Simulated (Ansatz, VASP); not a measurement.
# Pd: VASP beside Ansatz

```
CELL_PARAMETERS angstrom
0.00000 1.92028 1.92028
1.92028 0.00000 1.92028
1.92028 1.92028 0.00000
ATOMIC_POSITIONS crystal
Pd 0.00000 0.00000 0.00000
```

Alike in both runs: task single point; functional LDA; k mesh 23 × 23 × 23; occupations fermi-dirac, width 0.05 eV; collinear spin.

|  | VASP | Ansatz |
| --- | --- | --- |
| version | VASP 6.6.1 | Ansatz 0.2.0 |
| potentials or method | VASP PAW LDA potentials, release 64 (Pd), cutoff 520 eV | plane waves (420 eV) with PAW, scalar-relativistic |
| valence electrons in the cell | 10 | 18 |

|  | VASP | Ansatz | Ansatz less VASP |
| --- | --- | --- | --- |
| net moment per atom (μB) | 0.00 | 0.00 | -0.002 |

Ansatz warns that its potentials were made for another functional, while VASP's fit it. LDA's correlation is that of Perdew and Zunger in VASP and of Perdew and Wang (1992) in Ansatz. VASP's potentials hold 10 valence electrons a cell and Ansatz's 18, so a difference there can come from the potentials and not from the codes. Ansatz's warnings: seeded moment not kept.
